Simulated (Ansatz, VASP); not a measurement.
BaO: VASP beside Ansatz

POSCAR

```
BaO
1.0
    0.0000000000      2.7719428463      2.7719428463
    2.7719428463      0.0000000000      2.7719428463
    2.7719428463      2.7719428463      0.0000000000
Ba O
1 1
Direct
    0.0000000000      0.0000000000      0.0000000000
    0.5000000000      0.5000000000      0.5000000000
```

The input INCAR.step1:

```
SYSTEM = BaO
PREC = Accurate ; ENCUT = 520
EDIFF = 1E-5 ; ISMEAR = 0
SIGMA = 0.01 ; LREAL = .False.
LASPH = .True. ; NELM = 120
ALGO = Normal ; ISIF = 2
LWAVE = .True. ; LCHARG = .False.
GGA = PE ; NBANDS = 15
GGA_COMPAT = .False.
```

INCAR.step2

```
SYSTEM = BaO
PREC = Accurate ; ENCUT = 520
EDIFF = 1E-6 ; ISMEAR = 0
SIGMA = 0.01 ; LREAL = .False.
LASPH = .True. ; NELM = 120
ALGO = Normal ; ISIF = 2
LWAVE = .False. ; LCHARG = .False.
GGA = PE ; LHFCALC = .True.
HFSCREEN = 0.2079 ; PRECFOCK = Normal
ISTART = 1 ; NBANDS = 15
GGA_COMPAT = .False.
```

KPOINTS

```
regular mesh
0
Gamma
  6 6 6
  0 0 0
```

Input for Ansatz:

```yaml
crystal:
  lattice:
    - [0.0, 2.7719428463, 2.7719428463]
    - [2.7719428463, 0.0, 2.7719428463]
    - [2.7719428463, 2.7719428463, 0.0]
  atoms:
    - { symbol: Ba, position: [0.0, 0.0, 0.0] }
    - { symbol: O, position: [0.5, 0.5, 0.5] }
kpoints:
  mp_grid: { grid: [6, 6, 6] }
  band_path:
    path:
      - [0.0, 0.0, 0.0]
      - [0.5, 0.0, 0.5]
      - [0.625, 0.25, 0.625]
      - [0.375, 0.375, 0.75]
      - [0.5, 0.5, 0.5]
      - [0.5, 0.25, 0.75]
    npoints: 1
hamiltonian:
  xc: hse06
scf:
  occupations: { method: fixed }
  n_extra_bands: 4
output:
  forces: true
  stress: true
  eigenvalues: true
  write_density: true
  write_potential: true
  elf: true
  volumetric_format: npy
```

Alike in both runs: task single point; functional HSE06; k mesh 6 × 6 × 6; no spin polarisation.

|  | VASP | Ansatz |
| --- | --- | --- |
| version | VASP 6.6.1 | Ansatz 0.2.0 |
| potentials or method | VASP PAW PBE potentials, release 64 (Ba_sv, O) | plane waves, PAW |
| plane-wave cutoff (eV) | 520 | 420 |
| occupations | gaussian, width 0.01 eV | fixed |
| valence electrons in the cell | 16 | 16 |

Ansatz gave:

```
gap on the k mesh at the Fermi level (eV) : 3.32
pressure (GPa)                            : -0.5
```

**Question.** Which values does VASP return?

**Answer.** gap on the k mesh at the Fermi level (eV): 3.26; pressure (GPa): 1.1.

Ansatz's warnings: stress exchange threshold loose, stress scf threshold loose.

Neither program's run includes spin-orbit coupling.
